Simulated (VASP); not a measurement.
# K2NbO4 (C2/m) in VASP: single point with PBEsol

Aim: the single point of K2NbO4 with PBEsol.

All numbers are computed with VASP 6.6.1; they aren't measurements. Logs are shortened: lines on timing, memory, paths and dates and some standing lists are left out, and cuts for length are marked.

## 1. The cell of the first run

The structure is monoclinic, space group C2/m (No. 12). The conventional cell has a = 12.362 Å, b = 6.088 Å, c = 7.547 Å, α = 90.00°, β = 115.74°, γ = 90.00°. Within 2.3 Å of Nb (site symmetry m) lie 4 O at 1.74 to 1.79 Å. K (site symmetry m) has 8 O at 2.64 to 3.22 Å and 3 Nb at 3.53 to 3.65 Å and 2 K at 3.70 Å within 3.7 Å. Within 3.5 Å of K (site symmetry m) lie 8 O at 2.69 to 3.21 Å and 1 K at 3.46 Å. O (site symmetry m) has 1 Nb at 1.79 Å within 2.4 Å. O (site symmetry m) has 1 Nb at 1.78 Å within 2.4 Å. Within 2.3 Å of O (site symmetry 1) lie 1 Nb at 1.74 Å.

## 2. Single point, PBEsol

Contents of INCAR:

```
SYSTEM = K2NbO4
  ALGO = Normal
  EDIFF = 1E-6
  ENCUT = 520
  GGA = PS
  ISIF = 2
  ISMEAR = 1
  LASPH = .True.
  LCHARG = .False.
  LREAL = .False.
  LWAVE = .False.
  NBANDS = 68
  NELM = 60
  PREC = Accurate
  SIGMA = 0.1636
```

Contents of KPOINTS:

```
k-points
0
Gamma
  5 5 4
  0 0 0
```

Contents of POSCAR:

```
K2NbO4
1.0
    0.0000000000      6.0880860000      0.0000000000
    6.1811950000     -3.0440430000      0.0000000000
    3.2774750000      0.0000000000     -6.7979430000
Nb K O
2 4 8
Direct
    0.1755800000      0.3511600000      0.7732900000
    0.8244200000      0.6488400000      0.2267100000
    0.8453000000      0.6906000000      0.7450000000
    0.1547000000      0.3094000000      0.2550000000
    0.5094000000      0.0188000000      0.7648000000
    0.4906000000      0.9812000000      0.2352000000
    0.3333000000      0.6666000000      0.6176000000
    0.6667000000      0.3334000000      0.3824000000
    0.0878000000      0.1756000000      0.6382000000
    0.9122000000      0.8244000000      0.3618000000
    0.3764000000      0.2860000000      0.9215000000
    0.0904000000      0.7140000000      0.0785000000
    0.6236000000      0.7140000000      0.0785000000
    0.9096000000      0.2860000000      0.9215000000
```

Potentials or basis: VASP PAW PBE potentials, release 64 (Nb_sv, K_sv, O).

Run with:

```console
$ cat potpaw_PBE.64/Nb_sv/POTCAR potpaw_PBE.64/K_sv/POTCAR potpaw_PBE.64/O/POTCAR > POTCAR
$ mpirun -np 1 vasp_std > vasp.out
```

OUTCAR:

```text
SYSTEM = K2NbO4
   EDIFF = 1E-6
   ENCUT = 520
   GGA = PS
   ISIF = 2
   ISMEAR = 1
   LASPH = .True.
   LREAL = .False.
   NELM = 60
   PREC = Accurate

 ion  position               nearest neighbor table
   1  0.176  0.351  0.773-  11 1.74  14 1.74   9 1.78   7 1.79
   2  0.824  0.649  0.227-  12 1.74  13 1.74  10 1.78   8 1.79
   3  0.845  0.691  0.745-  10 2.64   9 2.75  14 2.79  11 2.79   5 3.70   5 3.70
   4  0.155  0.309  0.255-   9 2.64  10 2.75  12 2.79  13 2.79   6 3.70   6 3.70
   5  0.509  0.019  0.765-   8 2.69  12 2.81  13 2.81   7 2.84   6 3.46   3 3.70   3 3.70
   6  0.491  0.981  0.235-   7 2.69  14 2.81  11 2.81   8 2.84   5 3.46   4 3.70   4 3.70
   7  0.333  0.667  0.618-   1 1.79   6 2.69   5 2.84
   8  0.667  0.333  0.382-   2 1.79   5 2.69   6 2.84
   9  0.088  0.176  0.638-   1 1.78   4 2.64   3 2.75
  10  0.912  0.824  0.362-   2 1.78   3 2.64   4 2.75
  11  0.376  0.286  0.922-   1 1.74   3 2.79   6 2.81
  12  0.090  0.714  0.078-   2 1.74   4 2.79   5 2.81
  13  0.624  0.714  0.078-   2 1.74   4 2.79   5 2.81
  14  0.910  0.286  0.922-   1 1.74   3 2.79   6 2.81

  LATTYP: Found a base centered monoclinic cell.
 ALAT       =    12.3623900000
 B/A-ratio  =     0.4924683657
 C/A-ratio  =     0.6104627727
 COS(beta)  =    -0.4342879331

  Lattice vectors:

 A1 = (  -6.1811950000,  -3.0440430000,   0.0000000000)
 A2 = (  -6.1811950000,   3.0440430000,   0.0000000000)
 A3 = (   3.2774750000,   0.0000000000,  -6.7979430000)

Analysis of symmetry for initial positions (statically):
=====================================================================
 Subroutine PRICEL returns:
 Original cell was already a primitive cell.

 Routine SETGRP: Setting up the symmetry group for a
 base centered monoclinic supercell.

 Subroutine GETGRP returns: Found  4 space group operations
 (whereof  4 operations were pure point group operations)
 out of a pool of  4 trial point group operations.

The static configuration has the point symmetry C_2h.

Analysis of symmetry for dynamics (positions and initial velocities):
=====================================================================
 Subroutine PRICEL returns:
 Original cell was already a primitive cell.

 Routine SETGRP: Setting up the symmetry group for a
 base centered monoclinic supercell.

 Subroutine GETGRP returns: Found  4 space group operations
 (whereof  4 operations were pure point group operations)
 out of a pool of  4 trial point group operations.

The dynamic configuration has the point symmetry C_2h.

 Subroutine INISYM returns: Found  4 space group operations
 (whereof  4 operations are pure point group operations),
 and found     1 'primitive' translations

----------------------------------------------------------------------------------------

                                     Primitive cell

  volume of cell :     255.8178

  direct lattice vectors                    reciprocal lattice vectors
     0.000000000  6.088086000  0.000000000     0.080890507  0.164255236  0.038999535
     6.181195000 -3.044043000  0.000000000     0.161781015  0.000000000  0.077999070
     3.277475000  0.000000000 -6.797943000     0.000000000  0.000000000 -0.147103322

  length of vectors
     6.088086000  6.890092119  7.546778876     0.187200482  0.179602204  0.147103322

  position of ions in fractional coordinates (direct lattice)
     0.175580000  0.351160000  0.773290000
     0.824420000  0.648840000  0.226710000
     0.845300000  0.690600000  0.745000000
     0.154700000  0.309400000  0.255000000
     0.509400000  0.018800000  0.764800000
     0.490600000  0.981200000  0.235200000
     0.333300000  0.666600000  0.617600000
     0.666700000  0.333400000  0.382400000
     0.087800000  0.175600000  0.638200000
     0.912200000  0.824400000  0.361800000
     0.376400000  0.286000000  0.921500000
     0.090400000  0.714000000  0.078500000
     0.623600000  0.714000000  0.078500000
     0.909600000  0.286000000  0.921500000

  ion indices of the primitive-cell ions
   primitive index   ion index
                 1           1
                 2           2
                 3           3
                 4           4
                 5           5
                 6           6
                 7           7
                 8           8
                 9           9
                10          10
                11          11
                12          12
                13          13
                14          14

----------------------------------------------------------------------------------------

 KPOINTS: k-points

Automatic generation of k-mesh.
 Grid dimensions read from file:
 generate k-points for:    5    5    4

 Generating k-lattice:

  Cartesian coordinates                     Fractional coordinates (reciprocal lattice)
     0.016178101  0.032851047  0.007799907     0.200000000  0.000000000  0.000000000
     0.032356203  0.000000000  0.015599814     0.000000000  0.200000000  0.000000000
     0.000000000  0.000000000 -0.036775831     0.000000000  0.000000000  0.250000000

  Length of vectors
     0.037440096  0.035920441  0.036775831

  Shift w.r.t. Gamma in fractional coordinates (k-lattice)
     0.000000000  0.000000000  0.000000000

 Subroutine IBZKPT returns following result:
 ===========================================

 Found     33 irreducible k-points:

 Following reciprocal coordinates:
            Coordinates               Weight
  0.000000  0.000000  0.000000      1.000000
  0.200000 -0.000000 -0.000000      4.000000
  0.400000 -0.000000 -0.000000      4.000000
  0.000000  0.200000 -0.000000      2.000000
  0.200000  0.200000  0.000000      4.000000
  0.400000  0.200000 -0.000000      4.000000
[... 16 lines left out ...]
  0.200000 -0.400000  0.250000      4.000000
  0.000000 -0.200000  0.250000      2.000000
 [... further k-points ...]
   k-points           NKPTS =     33   k-points in BZ     NKDIM =     33   number of bands    NBANDS=     68
   number of dos      NEDOS =    301   number of ions     NIONS =     14
   total plane-waves  NPLWV = 145152
   dimension x,y,z NGX =    48 NGY =   54 NGZ =   56
   dimension x,y,z NGXF=    96 NGYF=  108 NGZF=  112
   ions per type =               2   4   8
   NGX,Y,Z   is equivalent  to a cutoff of  13.11, 13.03, 12.34 a.u.
   NGXF,Y,Z  is equivalent  to a cutoff of  26.21, 26.06, 24.67 a.u.
 SYSTEM =  K2NbO4
   PREC   = accura    normal or accurate (medium, high low for compatibility)
   ISTART =      0    job   : 0-new  1-cont  2-samecut
   ICHARG =      2    charge: 1-file 2-atom 10-const
   ISPIN  =      1    spin polarized calculation?
   LNONCOLLINEAR =      F non collinear calculations
   LSORBIT =      F    spin-orbit coupling
   LASPH  =      T    aspherical Exc in radial PAW
   ENCUT  =  520.0 eV  38.22 Ry    6.18 a.u.  11.32 12.81 14.03*2*pi/ulx,y,z
   NELM   =     60;   NELMIN=  2; NELMDL= -5     # of ELM steps
   EDIFF  = 0.1E-05   stopping-criterion for ELM
   LREAL  =      F    real-space projection
   EDIFFG = 0.1E-04   stopping-criterion for IOM
   NSW    =      0    number of steps for IOM
   IBRION =     -1    ionic relax: 0-MD 1-quasi-New 2-CG
   NFREE  =      0    steps in history (QN), initial steepest desc. (CG)
   ISIF   =      2    stress and relaxation
   ISYM   =      2    0-nonsym 1-usesym 2-fastsym
   POTIM  = 0.5000    time-step for ionic-motion
   TEBEG  =    0.0;   TEEND  =   0.0 temperature during run
   PSTRESS=    0.0 pullay stress
   NELECT =     110.0000    total number of electrons
   NUPDOWN=      -1.0000    fix difference up-down
   EMIN   =  10.00;   EMAX   =-10.00  energy-range for DOS
   EFERMI =   0.00;   METHOD = LEGACY
   ISMEAR =     1;   SIGMA  =   0.16  broadening in eV -4-tet -1-fermi 0-gaus
   EFERMI_NEDOS =   21; number of points for ismear=-14 and -15
   IALGO  =     38    algorithm
   IMIX   =      4    mixing-type and parameters
     AMIX     =   0.40;   BMIX     =  1.00
     AMIX_MAG =   1.60;   BMIX_MAG =  1.00
  volume/ion in A,a.u.               =      18.27       123.31
  Fermi-wavevector in a.u.,A,eV,Ry     =   1.235650  2.335040 20.773796  1.526831
  Thomas-Fermi vector in A             =   2.370291
   LORBIT       =      0    0 simple, 1 ext, 2 COOP (PROOUT), +10 PAW based schemes
   GGA     = PS    functional components
   LHFCALC =     F    Hartree Fock is set to
   AEXX    =    0.0000 exact exchange contribution
   IVDW    =     0    specifies the selected vdW correction
   LEPSILON=     F    determine dielectric tensor
   LRPA    =     F    only Hartree local field effects (RPA)
 non-spin polarized calculation
 Methfessel and Paxton  Order N= 1 SIGMA  =   0.16
  energy-cutoff  :      520.00
  volume of cell :      255.82
 maximum number of plane-waves:      6918
 NGX is ok and might be reduce to    48
   NGX = 23   NGY = 25   NGZ = 29

 number of electron     109.9999998 magnetization

 Free energy of the ion-electron system (eV)
  ---------------------------------------------------
  ext. energy  EPLUGINS =         0.00000000
  ---------------------------------------------------
  free energy    TOTEN  =       -94.35179327 eV

  energy without entropy =      -94.32323472  energy(sigma->0) =      -94.34227376

 E-fermi :  -0.6687     XC(G=0):  -8.9195

 val. band max:       -0.6693085976   @ k =   0.0000   0.0000   0.0000
 cond. band min:      -0.6674720169   @ k =   0.4000   0.4000   0.2500
 fundamental gap:      0.0018365806
 Fermi energy:        -0.6687466548

 k-point     1 :       0.0000    0.0000    0.0000
  band No.  band energies     occupation
      1     -52.9531      2.00000
      2     -52.9528      2.00000
      3     -29.8250      2.00000
      4     -29.8245      2.00000
      5     -29.7051      2.00000
      6     -29.7012      2.00000
[... 59 lines left out ...]
     66       7.7591      0.00000
     67       7.9334      0.00000

 k-point     2 :       0.2000   -0.0000   -0.0000
  band No.  band energies     occupation
      1     -52.9531      2.00000
      2     -52.9528      2.00000
      3     -29.8257      2.00000
      4     -29.8244      2.00000
      5     -29.7047      2.00000
      6     -29.7015      2.00000
[... 59 lines left out ...]
     66       7.7018      0.00000
     67       7.8107      0.00000

 k-point     3 :       0.4000   -0.0000   -0.0000
  band No.  band energies     occupation
      1     -52.9531      2.00000
      2     -52.9528      2.00000
      3     -29.8267      2.00000
      4     -29.8246      2.00000
      5     -29.7040      2.00000
      6     -29.7022      2.00000
[... 1459 lines left out ...]
     66       7.2670      0.00000
     67       7.5482      0.00000

 k-point    24 :       0.0000   -0.2000    0.2500
  band No.  band energies     occupation
      1     -52.9531      2.00000
      2     -52.9529      2.00000
      3     -29.8260      2.00000
      4     -29.8235      2.00000
      5     -29.7041      2.00000
      6     -29.7026      2.00000
[... 59 lines left out ...]
     66       7.2372      0.00000
     67       7.6219      0.00000

 [... further k-points ...]

 [bands above 67 left out]

------------------------ aborting loop because EDIFF is reached ----------------------------------------

  FORCE on cell =-STRESS in cart. coord.  units (eV):
  Direction    XX          YY          ZZ          XY          YZ          ZX
  --------------------------------------------------------------------------------------
  -------------------------------------------------------------------------------------
  Total       13.7581600     19.9588734     15.3533854      0.0000000      0.0000000     -1.1518896
  in kB       86.1668462    125.0016839     96.1576837      0.0000000      0.0000000     -7.2142417
  external PRESSURE =     102.4420713 kB  Pullay stress =       0.0000000 kB

 VOLUME and BASIS-vectors are now :
 -----------------------------------------------------------------------------
  energy-cutoff  :      520.00
  volume of cell :      255.82
      direct lattice vectors                 reciprocal lattice vectors
     0.000000000  6.088086000  0.000000000     0.080890507  0.164255236  0.038999535
     6.181195000 -3.044043000  0.000000000     0.161781015  0.000000000  0.077999070
     3.277475000  0.000000000 -6.797943000     0.000000000  0.000000000 -0.147103322

 POSITION                                       TOTAL-FORCE (eV/Angst)
 -----------------------------------------------------------------------------------
      4.70503     -0.00000     -5.25678        -0.042005      0.000000      1.904121
      4.75364      3.04404     -1.54116         0.042005      0.000000     -1.904121
      6.71045      3.04404     -5.06447         0.036211      0.000000     -0.054994
      2.74822      0.00000     -1.73348        -0.036211      0.000000      0.054994
      2.62282      3.04404     -5.19907        -0.046083      0.000000     -0.021764
      6.83585      0.00000     -1.59888         0.046083      0.000000      0.021764
      6.14455      0.00000     -4.19841         2.407683      0.000000      1.750199
      3.31412      3.04404     -2.59953        -2.407683      0.000000     -1.750199
      3.17710      0.00000     -4.33845        -2.753964      0.000000      1.580604
      6.28157      3.04404     -2.45950         2.753964      0.000000     -1.580604
      4.78801      1.42096     -6.26430         0.140746      3.732148     -2.698962
      4.67066     -1.62308     -0.53364        -0.140746      3.732148      2.698962
      4.67066      1.62308     -0.53364        -0.140746     -3.732148      2.698962
      4.78801      4.66713     -6.26430         0.140746     -3.732148     -2.698962
 -----------------------------------------------------------------------------------
    total drift:                                0.000000      0.000000     -0.000000

  FREE ENERGIE OF THE ION-ELECTRON SYSTEM (eV)
  ---------------------------------------------------
  free  energy   TOTEN  =       -94.3517932711 eV

  energy  without entropy=      -94.3232347243  energy(sigma->0) =      -94.34227376
```

Run time: 21 min. Hardware: 1 thread of Intel Xeon Platinum 8175M at 2.50GHz (Skylake/Cascade Lake), shared host; peak memory 0.66 GiB.

What came out:

| Property | Result |
| --- | --- |
| Free energy | -94.3518 eV |
| Pressure | 10.2 GPa |
| Largest force | 4.608 eV/Å |
| Band gap on the k mesh | zero (bands 55 and 56 overlap by 0.06 eV) |

Forces in eV/Å, atoms in the order of the input:
```
Nb  -0.042  0.000  1.904
Nb   0.042  0.000 -1.904
K    0.036  0.000 -0.055
K   -0.036  0.000  0.055
K   -0.046  0.000 -0.022
K    0.046  0.000  0.022
O    2.408  0.000  1.750
O   -2.408  0.000 -1.750
O   -2.754  0.000  1.581
O    2.754  0.000 -1.581
O    0.141  3.732 -2.699
O   -0.141  3.732  2.699
O   -0.141 -3.732  2.699
O    0.141 -3.732 -2.699
```

Levels at points of the mesh, in eV from the Fermi level:
```
           k point  band 52  band 53  band 54  band 55  band 56  band 57  band 58  band 59
(0.00, 0.00, 0.00)    -0.14    -0.09    -0.05     0.00     0.02     5.00     6.43     6.56
(0.00, 0.00, 0.50)    -0.16    -0.15    -0.11    -0.02     0.07     5.73     6.36     6.57
```

Caveat: the cell stands under pressure; the PAW data sets were made with another functional, which shifts forces and pressure a little.
